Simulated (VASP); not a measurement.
A run of VASP 6.6.1 is set up as follows.

File INCAR:

```
PREC = Accurate ; ENCUT = 520
EDIFF = 1E-6 ; ISMEAR = 0
SIGMA = 0.15 ; LREAL = False
LASPH = True ; NELM = 80
ALGO = Normal ; ISIF = 2
LWAVE = False ; LCHARG = False
GGA = PS ; NBANDS = 21
```

File KPOINTS:

```
Automatic mesh
0
Gamma
  18 18 10
```

Contents of POSCAR:

```
Ru
1.0
    2.6896847531      0.0000000000      0.0000000000
   -1.3448423765      2.3293353243      0.0000000000
    0.0000000000      0.0000000000      3.9462000000
Ru
2
Direct
    0.3333333333      0.6666666667      0.2500000000
    0.6666666667      0.3333333333      0.7500000000
```

Potentials or basis: VASP PAW PBE potentials, release 64 (Ru_pv).

Run with:

```bash
$ cat potpaw_PBE.64/Ru_pv/POTCAR > POTCAR
$ mpirun -np 1 vasp_std > vasp.out
```

Question: Predict the pressure.

Answer: 35.0 GPa.

Question: What does it give for the band gap on the k mesh?

Answer: Zero (band 14 reaches 16.04 eV, above the bottom of band 15 at 12.51 eV).

Stress tensor (GPa, compression positive):
```
19.76  0.00  0.00
 0.00 19.76  0.00
 0.00  0.00 65.50
```

Caveat: the PAW data sets were made with another functional, which shifts forces and pressure a little.
